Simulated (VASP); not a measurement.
**SnO2: single point with PBE**

The system is SnO2.

```
Sn O
1.0
     4.60997    0.00000    0.00000
     0.00000    4.60997    0.00000
     0.00000    0.00000    3.32558
Sn O
2 4
Direct
  0.50000 0.50000 0.50000
  0.00000 0.00000 0.00000
  0.19300 0.80700 0.50000
  0.80700 0.19300 0.50000
  0.30700 0.30700 0.00000
  0.69300 0.69300 0.00000
```

This cell differs from its parent crystal: biaxial strain in the a-b plane: -4.5 %.

| Property | Result |
| --- | --- |
| Program | VASP 6.6.1 |
| Task | single point |
| Functional | PBE |
| Potentials or basis | VASP PAW PBE potentials, release 64 (Sn_d, O) |
| Cutoff | 520 eV |
| k mesh | 6 × 6 × 8 |
| Occupations | gaussian, width 0.02 eV |
| Spin | no spin polarisation |
| Dipole correction | no |
| Further INCAR settings | ALGO = Normal; EDIFF = 1e-06; NBANDS = 35 |

| Item | Value |
| --- | --- |
| Pressure | 12.2 GPa |
| Largest force | 0.074 eV/Å |
| Band gap on the k mesh | 1.21 eV, direct |

Forces in eV/Å, atoms in the order of the input:
```
Sn   0.000  0.000  0.000
Sn   0.000  0.000  0.000
O   -0.052  0.052  0.000
O    0.052 -0.052  0.000
O    0.052  0.052  0.000
O   -0.052 -0.052  0.000
```

Stress tensor (GPa, compression positive):
```
16.16  0.00  0.00
 0.00 16.16  0.00
 0.00  0.00  4.42
```

Levels at points of the mesh, in eV from the valence-band top:
| k point | band 22 | band 23 | band 24 | band 25 | band 26 | band 27 | band 28 | band 29 | band 30 | band 31 |
| --- | --- | --- | --- | --- | --- | --- | --- | --- | --- | --- |
| (0.00, 0.00, 0.00) | -1.34 | -1.34 | -0.69 | -0.69 | 0.00 | 1.21 | 5.65 | 5.95 | 5.95 | 9.94 |
| (0.50, 0.00, 0.00) | -1.92 | -1.28 | -1.28 | -0.57 | -0.57 | 4.51 | 4.51 | 6.71 | 6.71 | 11.52 |
| (0.50, 0.50, 0.00) | -2.04 | -1.45 | -1.45 | -0.74 | -0.74 | 4.75 | 4.75 | 7.34 | 7.34 | 11.42 |
| (0.00, 0.00, 0.50) | -2.53 | -1.69 | -1.69 | -1.22 | -1.22 | 6.24 | 6.24 | 10.00 | 10.00 | 10.01 |
| (0.50, 0.00, 0.50) | -1.71 | -1.03 | -1.03 | -0.51 | -0.51 | 6.63 | 6.63 | 8.48 | 8.48 | 10.55 |
| (0.50, 0.50, 0.50) | -2.09 | -0.88 | -0.88 | -0.71 | -0.71 | 5.07 | 5.07 | 9.00 | 9.00 | 10.55 |

It took 48 s on 1 thread of Intel(R) Xeon(R) 6975P-C (Granite Rapids), on a shared host, peak memory 0.24 GiB.

Caveat: the cell differs from its parent crystal (biaxial strain in the a-b plane: -4.5 %); spin-orbit coupling is left out, which moves the levels of the heavy elements.
